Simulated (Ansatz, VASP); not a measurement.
**One calculation of NiO, two programs**

```xyz
4
Lattice="0.0000 2.3247 2.3247 4.6495 2.3247 2.3247 4.6495 4.6495 0.0000" Properties=species:S:1:pos:R:3 pbc="T T T"
Ni    0.0000    0.0000    0.0000
Ni    2.3247    2.3247    0.0000
O     1.1624    1.1624    1.1624
O     3.4871    3.4871    1.1624
```

Alike in both runs: task single point; functional PBE; k mesh 10 × 10 × 5; occupations gaussian, width 0.05 eV; collinear spin; Hubbard terms Ni d U = 6.2 eV.

|  | VASP | Ansatz |
| --- | --- | --- |
| version | VASP 6.6.1 | Ansatz 0.2.0 |
| potentials or method | VASP PAW PBE potentials, release 64 (Ni, O), cutoff 520 eV | scalar-relativistic, plane waves, PAW |
| valence electrons in the cell | 32 | 48 |

```tsv
	VASP	Ansatz	Ansatz less VASP
pressure (GPa)	-12.1	-0.6	+11.44
net moment per atom (μB)	0.00	0.00	0.000
size of the moment on the site where the two differ most (μB)	1.61	1.69	+0.086
```

Site moments also hang on the region over which each program counts them. The programs project onto different local orbitals, so the same U acts differently, and such runs can settle in different states. VASP's potentials hold 32 valence electrons a cell and Ansatz's 48, so a difference there can come from the potentials and not from the codes.

The k mesh is coarse, so the values compare programs but aren't converged.
